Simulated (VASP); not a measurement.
Wanted: the native input for a VASP 6.6.1 run.

* Task: single point
* Functional: PBE
* Potentials or basis: VASP PAW PBE potentials, release 64 (Ni, O)
* Cutoff: 520 eV
* k mesh: 10 × 10 × 10
* Occupations: fermi-dirac, width 0.05 eV
* Spin: collinear spin, ferromagnetic start
* Starting moments: [1.0, 0.0] μB
* Dipole correction: no
* Further INCAR settings: ALGO = Normal; EDIFF = 1e-06; NBANDS = 19

The structure of NiO lies in POSCAR:

```
NiO
1.0
    0.0000000000      2.1948900228      2.1948900228
    2.1948900228      0.0000000000      2.1948900228
    2.1948900228      2.1948900228      0.0000000000
Ni O
1 1
Direct
    0.0000000000      0.0000000000      0.0000000000
    0.7500000000      0.7500000000      0.7500000000
```

This cell differs from its parent crystal: volume scaled by 0.94.

These files were run (other wordings do the same):

INCAR

```
SYSTEM = NiO
PREC = Accurate
ENCUT = 520
EDIFF = 1E-6
ISMEAR = -1
SIGMA = 0.05
LREAL = .False.
LASPH = .True.
NELM = 150
ALGO = Normal
ISIF = 2
LWAVE = .False.
LCHARG = .False.
ISPIN = 2
MAGMOM = 1 0
LORBIT = 11
LMAXMIX = 4
GGA = PE
NBANDS = 19
```

KPOINTS

```
Automatic mesh
0
Gamma
  10 10 10
  0 0 0
```

Potentials or basis: VASP PAW PBE potentials, release 64 (Ni, O).

Run with:

```bash
$ cat potpaw_PBE.64/Ni/POTCAR potpaw_PBE.64/O/POTCAR > POTCAR
$ mpirun -np 1 vasp_std > vasp.out
```

Results of the run:

```
Pressure                                              : 10.2 GPa
Net moment                                            : 1.76 μB per cell
Site moments                                          : Ni +1.39; O +0.33 μB
Valence electrons inside the program's atomic spheres : Ni 9.23; O 5.00
```

Caveat: a cell with one magnetic atom can't hold antiferromagnetic order, which such compounds often take.

Wall time 23 s on 1 thread of Intel(R) Xeon(R) Platinum 8488C (Sapphire Rapids), on a shared host, peak memory 0.17 GiB.
